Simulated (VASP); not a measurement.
# Pb (Im-3m) in VASP: notebook

Pb is run at these levels: HSE06, PBE0; tasks: single point.

Everything below comes from runs of VASP 6.6.1. Logs are shortened: lines on timing, memory, paths and dates and some standing lists are left out, and cuts for length are marked.

**1. The cell of the first run**

The structure is cubic, space group Im-3m (No. 229). Conventional cell: a = 3.933 Å, b = 3.933 Å, c = 3.933 Å, α = 90.00°, β = 90.00°, γ = 90.00°. Pb (site symmetry m-3m) has 14 Pb at 3.41 to 3.93 Å within 4.5 Å.

This isn't the form of Pb at room conditions, which is fcc.

**2. Single point, HSE06**

File POSCAR:

```
Pb
1.0
   -1.9663728605      1.9663728605      1.9663728605
    1.9663728605     -1.9663728605      1.9663728605
    1.9663728605      1.9663728605     -1.9663728605
Pb
1
Direct
    0.0000000000      0.0000000000      0.0000000000
```

File INCAR.step1:

```
SYSTEM = Pb
PREC = Accurate
ENCUT = 520
EDIFF = 1E-5
ISMEAR = -1
SIGMA = 0.05
LREAL = .FALSE.
LASPH = .TRUE.
NELM = 80
ALGO = Normal
ISIF = 2
LWAVE = .TRUE.
LCHARG = .FALSE.
GGA = PE
NBANDS = 13
```

File INCAR.step2:

```
SYSTEM = Pb
PREC = Accurate
ENCUT = 520
EDIFF = 1E-6
ISMEAR = -1
SIGMA = 0.05
LREAL = .FALSE.
LASPH = .TRUE.
NELM = 80
ALGO = Normal
ISIF = 2
LWAVE = .FALSE.
LCHARG = .FALSE.
GGA = PE
LHFCALC = .TRUE.
HFSCREEN = 0.2079
PRECFOCK = Normal
ISTART = 1
NBANDS = 13
```

File KPOINTS:

```
regular mesh
0
G
  6 6 6
  0 0 0
```

Potentials or basis: VASP PAW PBE potentials, release 64 (Pb_d).

On the command line:

```console
$ cat potpaw_PBE.64/Pb_d/POTCAR > POTCAR
$ cp INCAR.step1 INCAR
$ mpirun -np 1 vasp_std > vasp.out
$ cp INCAR.step2 INCAR
$ mpirun -np 1 vasp_std > vasp.out
```

OUTCAR:

```text
SYSTEM = Pb
   PREC = Accurate
   ENCUT = 520
   EDIFF = 1E-6
   ISMEAR = -1
   LREAL = .FALSE.
   LASPH = .TRUE.
   NELM = 80
   ISIF = 2
   GGA = PE
   LHFCALC = .TRUE.
   HFSCREEN = 0.2079
   PRECFOCK = Normal
   ISTART = 1

 ion  position               nearest neighbor table
   1  0.000  0.000  0.000-

  LATTYP: Found a body centered cubic cell.
 ALAT       =     3.9327457210

  Lattice vectors:

 A1 = (  -1.9663728605,   1.9663728605,   1.9663728605)
 A2 = (   1.9663728605,  -1.9663728605,   1.9663728605)
 A3 = (   1.9663728605,   1.9663728605,  -1.9663728605)

Analysis of symmetry for initial positions (statically):
=====================================================================
 Subroutine PRICEL returns:
 Original cell was already a primitive cell.

 Routine SETGRP: Setting up the symmetry group for a
 body centered cubic supercell.

 Subroutine GETGRP returns: Found 48 space group operations
 (whereof 48 operations were pure point group operations)
 out of a pool of 48 trial point group operations.

The static configuration has the point symmetry O_h .

Analysis of symmetry for dynamics (positions and initial velocities):
=====================================================================
 Subroutine PRICEL returns:
 Original cell was already a primitive cell.

 Routine SETGRP: Setting up the symmetry group for a
 body centered cubic supercell.

 Subroutine GETGRP returns: Found 48 space group operations
 (whereof 48 operations were pure point group operations)
 out of a pool of 48 trial point group operations.

The dynamic configuration has the point symmetry O_h .

 Subroutine INISYM returns: Found 48 space group operations
 (whereof 48 operations are pure point group operations),
 and found     1 'primitive' translations

----------------------------------------------------------------------------------------

                                     Primitive cell

  volume of cell :      30.4129

  direct lattice vectors                    reciprocal lattice vectors
    -1.966372860  1.966372860  1.966372860     0.000000000  0.254275275  0.254275275
     1.966372860 -1.966372860  1.966372860     0.254275275  0.000000000  0.254275275
     1.966372860  1.966372860 -1.966372860     0.254275275  0.254275275  0.000000000

  length of vectors
     3.405857701  3.405857701  3.405857701     0.359599543  0.359599543  0.359599543

  position of ions in fractional coordinates (direct lattice)
     0.000000000  0.000000000  0.000000000

  ion indices of the primitive-cell ions
   primitive index   ion index
                 1           1

----------------------------------------------------------------------------------------

 KPOINTS: regular mesh

Automatic generation of k-mesh.
 Grid dimensions read from file:
 generate k-points for:    6    6    6

 Generating k-lattice:

  Cartesian coordinates                     Fractional coordinates (reciprocal lattice)
     0.000000000  0.042379213  0.042379213     0.166666667  0.000000000  0.000000000
     0.042379213  0.000000000  0.042379213     0.000000000  0.166666667  0.000000000
     0.042379213  0.042379213  0.000000000     0.000000000  0.000000000  0.166666667

  Length of vectors
     0.059933257  0.059933257  0.059933257

  Shift w.r.t. Gamma in fractional coordinates (k-lattice)
     0.000000000  0.000000000  0.000000000

 Subroutine IBZKPT returns following result:
 ===========================================

 Found     16 irreducible k-points:

 Following reciprocal coordinates:
            Coordinates               Weight
  0.000000  0.000000  0.000000      1.000000
  0.166667  0.000000  0.000000     12.000000
  0.333333  0.000000  0.000000     12.000000
  0.500000  0.000000  0.000000      6.000000
  0.166667  0.166667  0.000000     24.000000
  0.333333  0.166667  0.000000     48.000000
[... 8 lines left out ...]
  0.500000  0.500000  0.333333     12.000000
  0.500000  0.500000  0.500000      1.000000
   k-points           NKPTS =     16   k-points in BZ     NKDIM =    216   number of bands    NBANDS=     13
   number of dos      NEDOS =    301   number of ions     NIONS =      1
   total plane-waves  NPLWV =  21952
   dimension x,y,z NGX =    28 NGY =   28 NGZ =   28
   dimension x,y,z NGXF=    56 NGYF=   56 NGZF=   56
   ions per type =               1
   NGX,Y,Z   is equivalent  to a cutoff of  13.67, 13.67, 13.67 a.u.
   NGXF,Y,Z  is equivalent  to a cutoff of  27.33, 27.33, 27.33 a.u.
 SYSTEM =  Pb
   PREC   = accura    normal or accurate (medium, high low for compatibility)
   ISTART =      1    job   : 0-new  1-cont  2-samecut
   ICHARG =      0    charge: 1-file 2-atom 10-const
   ISPIN  =      1    spin polarized calculation?
   LNONCOLLINEAR =      F non collinear calculations
   LSORBIT =      F    spin-orbit coupling
   LASPH  =      T    aspherical Exc in radial PAW
   ENCUT  =  520.0 eV  38.22 Ry    6.18 a.u.   6.33  6.33  6.33*2*pi/ulx,y,z
[... 29 lines left out ...]
   ENCUT4O =  -1.0   cutoff for four orbital integrals eV
   NKREDX  =     1    reduce k-point grid by
   NKREDY  =     1    reduce k-point grid by
   NKREDZ  =     1    reduce k-point grid by
   AEXX    =    0.2500 exact exchange contribution
   HFSCREEN=    0.2079 screening length (either q_TF or 0.3 A-1)
   HFSCREENC=   0.2079 screening length for correlation (either q_TF or 0.3 A-1)
   ENCUTFOCK=  -1.0 apply spherical cutoff to Coloumb kernel
   IVDW    =     0    specifies the selected vdW correction
   LEPSILON=     F    determine dielectric tensor
   LRPA    =     F    only Hartree local field effects (RPA)
 non-spin polarized calculation
  energy-cutoff  :      520.00
  volume of cell :       30.41
 maximum number of plane-waves:       856
 NGX is ok and might be reduce to    28
  NGX = 20; NGY = 20; NGZ = 20

 number of electron      14.0000004 magnetization

 Free energy of the ion-electron system (eV)
  ---------------------------------------------------
  ext. energy  EPLUGINS =         0.00000000
  ---------------------------------------------------
  free energy    TOTEN  =        -4.05138075 eV

  energy without entropy =       -4.04868431  energy(sigma->0) =       -4.05003253

 E-fermi :   7.0931     XC(G=0):  -8.4387

 val. band max:        7.0809186978   @ k =  -0.3333   0.3333   0.3333
 cond. band min:       7.5516838483   @ k =   0.5000   0.5000   0.3333
 fundamental gap:      0.4707651505
 Fermi energy:         7.0931453542

 k-point     1 :       0.0000    0.0000    0.0000
  band No.  band energies     occupation
      1     -11.9069      2.00000
      2     -11.9069      2.00000
      3     -11.9069      2.00000
      4     -11.6582      2.00000
      5     -11.6582      2.00000
      6      -5.9032      2.00000
      7      15.5885      0.00000
      8      15.5885      0.00000
      9      15.5885      0.00000
     10      19.0367      0.00000
     11      19.0367      0.00000
     12      19.0367      0.00000
     13      19.8770      0.00000

 k-point     2 :       0.1667    0.0000    0.0000
  band No.  band energies     occupation
      1     -11.9294      2.00000
      2     -11.8848      2.00000
      3     -11.8105      2.00000
      4     -11.6804      2.00000
      5     -11.6608      2.00000
      6      -5.2710      2.00000
      7      11.2656      0.00000
      8      13.9525      0.00000
      9      14.7808      0.00000
     10      17.0451      0.00000
     11      17.9919      0.00000
     12      19.0079      0.00000
     13      21.3519      0.00000

 k-point     3 :       0.3333    0.0000    0.0000
  band No.  band energies     occupation
      1     -11.9740      2.00000
      2     -11.8866      2.00000
      3     -11.6892      2.00000
      4     -11.6654      2.00000
      5     -11.6107      2.00000
      6      -3.4123      2.00000
      7       5.7987      2.00000
      8      11.8783      0.00000
      9      13.4331      0.00000
     10      15.6818      0.00000
     11      17.0040      0.00000
     12      20.5233      0.00000
     13      22.1428      0.00000
[... 177 lines left out ...]
 k-point    15 :       0.5000    0.5000    0.3333
  band No.  band energies     occupation
      1     -11.9196      2.00000
      2     -11.8960      2.00000
      3     -11.6625      2.00000
      4     -11.6082      2.00000
      5     -11.5352      2.00000
      6       0.4499      2.00000
      7       5.1928      2.00000
      8       7.5517      0.00021
      9       8.4050      0.00000
     10      13.4391      0.00000
     11      14.4237      0.00000
     12      22.8506      0.00000
     13      23.3320      0.00000

 k-point    16 :       0.5000    0.5000    0.5000
  band No.  band energies     occupation
      1     -11.9674      2.00000
      2     -11.9674      2.00000
      3     -11.5443      2.00000
      4     -11.5443      2.00000
      5     -11.5443      2.00000
      6       1.6834      2.00000
      7       6.7882      1.99552
      8       6.7882      1.99552
      9       6.7882      1.99552
     10      12.0187      0.00000
     11      12.0187      0.00000
     12      24.7345      0.00000
     13      27.6039      0.00000

------------------------ aborting loop because EDIFF is reached ----------------------------------------

  FORCE on cell =-STRESS in cart. coord.  units (eV):
  Direction    XX          YY          ZZ          XY          YZ          ZX
  --------------------------------------------------------------------------------------
  -------------------------------------------------------------------------------------
  Total        0.0392669      0.0392669      0.0392669      0.0000000      0.0000000     -0.0000000
  in kB        2.0686125      2.0686125      2.0686125      0.0000000      0.0000000     -0.0000000
  external PRESSURE =       2.0686125 kB  Pullay stress =       0.0000000 kB

 VOLUME and BASIS-vectors are now :
 -----------------------------------------------------------------------------
  energy-cutoff  :      520.00
  volume of cell :       30.41
      direct lattice vectors                 reciprocal lattice vectors
    -1.966372860  1.966372860  1.966372860     0.000000000  0.254275275  0.254275275
     1.966372860 -1.966372860  1.966372860     0.254275275  0.000000000  0.254275275
     1.966372860  1.966372860 -1.966372860     0.254275275  0.254275275  0.000000000

 POSITION                                       TOTAL-FORCE (eV/Angst)
 -----------------------------------------------------------------------------------
      0.00000      0.00000      0.00000         0.000000      0.000000      0.000000
 -----------------------------------------------------------------------------------
    total drift:                                0.000000     -0.000000     -0.000000

  FREE ENERGIE OF THE ION-ELECTRON SYSTEM (eV)
  ---------------------------------------------------
  free  energy   TOTEN  =        -4.0513807520 eV

  energy  without entropy=       -4.0486843067  energy(sigma->0) =       -4.05003253
```

It took 32 min on 1 thread of AMD EPYC 7R43 (Zen 3), shared host; peak memory 0.22 GiB.

What came out:

```
Free energy            : -4.0514 eV
Pressure               : 0.2 GPa
Band gap on the k mesh : zero (bands 7 and 8 overlap by 10.76 eV)
```

Levels at points of the mesh, in eV from the Fermi level:
```
           k point  band 4  band 5  band 6  band 7  band 8  band 9  band 10  band 11
(0.00, 0.00, 0.00)  -18.75  -18.75  -13.00    8.50    8.50    8.50    11.94    11.94
(0.50, 0.00, 0.00)  -18.76  -18.60   -8.57   -4.53    3.98    5.79     8.17     9.58
(0.50, 0.50, 0.50)  -18.64  -18.64   -5.41   -0.30   -0.30   -0.30     4.93     4.93
```

Caveat: the k points lie up to 0.38 Å⁻¹ apart, too coarse for converged energies and pressures of a metal; the PAW data sets were made with another functional, which shifts forces and pressure a little; spin-orbit coupling is left out, which moves the levels of the heavy elements.

**3. Single point, PBE0**

POSCAR is that of step 2.

File INCAR.step1:

```
SYSTEM = Pb
  PREC = Accurate
  ENCUT = 520
  EDIFF = 1E-5
  ISMEAR = -1
  SIGMA = 0.05
  LREAL = .FALSE.
  LASPH = .TRUE.
  NELM = 80
  ALGO = Normal
  ISIF = 2
  LWAVE = .TRUE.
  LCHARG = .FALSE.
  NBANDS = 13
  GGA = PE
```

File INCAR.step2:

```
SYSTEM = Pb
  PREC = Accurate
  ENCUT = 520
  EDIFF = 1E-6
  ISMEAR = -1
  SIGMA = 0.05
  LREAL = .FALSE.
  LASPH = .TRUE.
  NELM = 80
  ALGO = Normal
  ISIF = 2
  LWAVE = .FALSE.
  LCHARG = .FALSE.
  GGA = PE
  LHFCALC = .TRUE.
  AEXX = 0.25
  PRECFOCK = Normal
  NBANDS = 13
  ISTART = 1
```

KPOINTS is that of step 2.

Potentials or basis: VASP PAW PBE potentials, release 64 (Pb_d).

On the command line:

```console
$ cat potpaw_PBE.64/Pb_d/POTCAR > POTCAR
$ cp INCAR.step1 INCAR
$ mpirun -np 1 vasp_std > vasp.out
$ cp INCAR.step2 INCAR
$ mpirun -np 1 vasp_std > vasp.out
```

It took 40 min on 1 thread of AMD EPYC 7R43 (Zen 3), shared host; peak memory 0.15 GiB.

It converged, with:

```
Free energy            : -4.5375 eV
Pressure               : 0.0 GPa
Band gap on the k mesh : zero (bands 7 and 8 overlap by 11.52 eV)
```

Levels at points of the mesh, in eV from the Fermi level:
```csv
k point,band 5,band 6,band 7,band 8,band 9,band 10
"(0.00, 0.00, 0.00)",-19.13,-13.40,8.94,8.94,8.94,12.35
"(0.50, 0.00, 0.00)",-18.98,-8.96,-4.93,4.40,6.21,8.57
"(0.50, 0.50, 0.50)",-19.02,-5.71,-0.50,-0.50,-0.50,5.28
```

Caveat: the k points lie up to 0.38 Å⁻¹ apart, too coarse for converged energies and pressures of a metal; the PAW data sets were made with another functional, which shifts forces and pressure a little; spin-orbit coupling is left out, which moves the levels of the heavy elements.

**4. Single point, HSE06**

This run uses another cell than the first one, of 29.17 Å³/atom.

File POSCAR:

```
Pb
1.0
   -1.9392470115      1.9392470115      1.9392470115
    1.9392470115     -1.9392470115      1.9392470115
    1.9392470115      1.9392470115     -1.9392470115
Pb
1
Direct
    0.0000000000      0.0000000000      0.0000000000
```

File INCAR.step1:

```
SYSTEM = Pb
PREC     = Accurate       ! precision mode
ENCUT    = 520            ! plane-wave cutoff, eV
EDIFF    = 1E-5           ! SCF threshold, eV
ISMEAR   = -1             ! smearing method
SIGMA    = 0.05           ! smearing width, eV
LREAL    = .FALSE.        ! projectors in reciprocal space
LASPH    = .TRUE.         ! aspherical terms in the spheres
NELM     = 100            ! most SCF steps
ALGO     = Normal         ! electronic algorithm
ISIF     = 2              ! what is computed and relaxed
LWAVE    = .TRUE.         ! write WAVECAR
LCHARG   = .FALSE.        ! write CHGCAR
GGA      = PE             ! functional
NBANDS   = 13             ! bands
```

File INCAR.step2:

```
SYSTEM = Pb
PREC     = Accurate       ! precision mode
ENCUT    = 520            ! plane-wave cutoff, eV
EDIFF    = 1E-7           ! SCF threshold, eV
ISMEAR   = -1             ! smearing method
SIGMA    = 0.05           ! smearing width, eV
LREAL    = .FALSE.        ! projectors in reciprocal space
LASPH    = .TRUE.         ! aspherical terms in the spheres
NELM     = 100            ! most SCF steps
ALGO     = Normal         ! electronic algorithm
ISIF     = 2              ! what is computed and relaxed
LWAVE    = .FALSE.        ! write WAVECAR
LCHARG   = .FALSE.        ! write CHGCAR
GGA      = PE             ! functional
LHFCALC  = .TRUE.         ! exact exchange
HFSCREEN = 0.2079         ! screening, 1/A
PRECFOCK = Normal       
ISTART   = 1            
NBANDS   = 13             ! bands
```

KPOINTS is that of step 3.

On the command line:

```console
$ cat potpaw_PBE.64/Pb_d/POTCAR > POTCAR
$ cp INCAR.step1 INCAR
$ mpirun -np 1 vasp_std > vasp.out
$ cp INCAR.step2 INCAR
$ mpirun -np 1 vasp_std > vasp.out
```

It took 26 min on 1 thread of AMD EPYC 7R13 (Zen 3), shared host; peak memory 0.24 GiB.

It converged, with:

| Property | Result |
| --- | --- |
| Free energy | -4.0408 eV |
| Pressure | 2.4 GPa |
| Band gap on the k mesh | zero (bands 7 and 8 overlap by 11.29 eV) |

Levels at points of the mesh, in eV from the Fermi level:
```csv
k point,band 3,band 4,band 5,band 6,band 7,band 8,band 9,band 10,band 11,band 12
"(0.00, 0.00, 0.00)",-19.13,-18.85,-18.85,-13.41,8.80,8.80,8.80,11.93,11.93,11.93
"(0.50, 0.00, 0.00)",-18.87,-18.86,-18.68,-8.69,-4.85,4.03,5.84,8.34,9.70,15.30
"(0.50, 0.50, 0.50)",-18.72,-18.72,-18.72,-5.28,-0.45,-0.45,-0.45,4.89,4.89,17.75
```

Caveat: the k points lie up to 0.38 Å⁻¹ apart, too coarse for converged energies and pressures of a metal; the PAW data sets were made with another functional, which shifts forces and pressure a little; spin-orbit coupling is left out, which moves the levels of the heavy elements.

**5. Single point, PBE0**

This run uses another cell than the first one, of 29.17 Å³/atom.

POSCAR is that of step 4.

File INCAR.step1:

```
  ALGO = Normal
  EDIFF = 1E-5
  ENCUT = 520
  GGA = PE
  ISIF = 2
  ISMEAR = -1
  LASPH = T
  LREAL = F
  LWAVE = T
  NBANDS = 13
  NELM = 80
  PREC = Accurate
  SIGMA = 0.05
```

File INCAR.step2:

```
  AEXX = 0.25
  ALGO = Normal
  EDIFF = 1E-7
  ENCUT = 520
  GGA = PE
  ISIF = 2
  ISMEAR = -1
  ISTART = 1
  LASPH = T
  LCHARG = T
  LELF = T
  LHFCALC = T
  LREAL = F
  LVHAR = T
  LWAVE = F
  NBANDS = 13
  NELM = 80
  PREC = Accurate
  PRECFOCK = Normal
  SIGMA = 0.05
```

File KPOINTS:

```
k-points
0
Gamma
  6 6 6
```

On the command line:

```console
$ cat potpaw_PBE.64/Pb_d/POTCAR > POTCAR
$ cp INCAR.step1 INCAR
$ mpirun -np 1 vasp_std > vasp.out
$ cp INCAR.step2 INCAR
$ mpirun -np 1 vasp_std > vasp.out
```

Wall time 28 min (1 thread of AMD EPYC 7R13 (Zen 3), shared host); peak memory 0.14 GiB.

The run converged. Its results:

| Quantity | Value |
| --- | --- |
| Free energy | -4.5286 eV |
| Pressure | 2.2 GPa |
| Band gap on the k mesh | zero (bands 7 and 8 overlap by 12.05 eV) |

Levels at points of the mesh, in eV from the Fermi level:
```csv
k point,band 5,band 6,band 7,band 8,band 9,band 10
"(0.00, 0.00, 0.00)",-19.25,-13.83,9.23,9.23,9.23,12.32
"(0.50, 0.00, 0.00)",-19.08,-9.09,-5.27,4.43,6.24,8.73
"(0.50, 0.50, 0.50)",-19.12,-5.60,-0.67,-0.67,-0.67,5.23
```

Caveat: the k points lie up to 0.38 Å⁻¹ apart, too coarse for converged energies and pressures of a metal; the PAW data sets were made with another functional, which shifts forces and pressure a little; spin-orbit coupling is left out, which moves the levels of the heavy elements.

**6. Summary**

| level | cell | screening parameter | gap on the mesh (eV) | pressure (GPa) |
| --- | --- | --- | --- | --- |
| HSE06 | a = 3.406 Å, angles 109.5°, 1 atom | 0.2079 1/Å | none | 0.2 |
| PBE0 | a = 3.406 Å, angles 109.5°, 1 atom | - | none | 0.0 |
| HSE06 | a = 3.359 Å, angles 109.5°, 1 atom | 0.2079 1/Å | none | 2.4 |
| PBE0 | a = 3.359 Å, angles 109.5°, 1 atom | - | none | 2.2 |

Alike in all rows: task single point; potentials or basis VASP PAW PBE potentials, release 64 (Pb_d); no spin polarisation; k mesh 6 × 6 × 6; cutoff (eV) 520; smearing fermi-dirac 0.05 eV.

Caveats: all runs use coarse meshes; the PAW data sets were made with another functional, which shifts forces and pressure a little; spin-orbit coupling is left out, which moves the levels of the heavy elements.

Total energies depend on the potentials used, so only differences within one code and one set of settings carry meaning.

The gap in the log of VASP goes by the Fermi energy; the results here count the filled bands.